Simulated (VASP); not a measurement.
MgO2, 3 atoms in the cell. The structure is trigonal, space group R-3m (No. 166). Conventional cell: a = 3.020 Å, b = 3.020 Å, c = 11.837 Å, α = 90.00°, β = 90.00°, γ = 120.00°. Mg (site symmetry -3m) has 6 O at 2.08 Å within 2.8 Å. Within 2.2 Å of O (site symmetry 3m) lie 1 O at 1.69 Å and 3 Mg at 2.08 Å.  This cell differs from its parent crystal: ratio of the length along z to the lengths across it x 1.2, volume and fractional coordinates fixed.

```yaml
Program: VASP 6.6.1
Task: single point
Functional: r2SCAN
Potentials_or_basis: VASP PAW PBE potentials, release 64 (Mg, O)
Cutoff: 520 eV
k_mesh: 12 × 12 × 12
Occupations: gaussian, width 0.05 eV
Spin: no spin polarisation
Dipole_correction: no
Further_INCAR_settings: ALGO = Normal; EDIFF = 1e-06; NBANDS = 14
```

Potentials or basis: VASP PAW PBE potentials, release 64 (Mg, O).

Command:

```console
$ cat potpaw_PBE.64/Mg/POTCAR potpaw_PBE.64/O/POTCAR > POTCAR
$ cp INCAR.step1 INCAR
$ mpirun -np 1 vasp_std > vasp.out
$ cp INCAR.step2 INCAR
$ mpirun -np 1 vasp_std > vasp.out
```

Hardware: 1 thread of Intel(R) Xeon(R) 6975P-C (Granite Rapids) (shared host).

Task: Estimate the wall time of this run.

Result: Wall time 2.6 min on 1 thread of Intel(R) Xeon(R) 6975P-C (Granite Rapids) (shared host), peak memory 0.24 GiB. Counts: k points 189.
